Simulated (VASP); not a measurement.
The system is W.

```xyz
1
Lattice="-1.5850 1.5850 1.5850 1.5850 -1.5850 1.5850 1.5850 1.5850 -1.5850" Properties=species:S:1:pos:R:3 pbc="T T T"
W     0.0000    0.0000    0.0000
```

```yaml
Program: VASP 6.6.1
Task: relaxation of cell and atoms
Functional: PBE
Potentials_or_basis: VASP PAW PBE potentials, release 64 (W_sv)
Cutoff: 600 eV
k_mesh: 16 × 16 × 16
Occupations: gaussian, width 0.1 eV
Spin: no spin polarisation
```

At the start: pressure 4.3 GPa; volume 15.93 Å³/atom.

Q: How do energy, volume and symmetry change on relaxing?

A: Over 4 steps the energy falls by 3.0 meV/atom and the volume is 16.15 Å³/atom (+1.4 %); space group Im-3m (No. 229, to 0.05 Å).

The path:
| step | energy change (eV) | largest force (eV/Å) | pressure (GPa) | volume (Å³) |
| --- | --- | --- | --- | --- |
| 1 | 0.0000 | 0.0000 | 4.34 | 15.93 |
| 2 | 0.0307 | 0.0000 | -13.05 | 16.94 |
| 3 | -0.0030 | 0.0000 | -0.09 | 16.16 |
| 4 | -0.0030 | 0.0000 | 0.00 | 16.15 |

Final structure:
```yaml
crystal:
  lattice:
    - [-1.59238, 1.59238, 1.59238]
    - [1.59238, -1.59238, 1.59238]
    - [1.59238, 1.59238, -1.59238]
  atoms:
    - { symbol: W, position: [0.00000, 0.00000, 0.00000] }
```
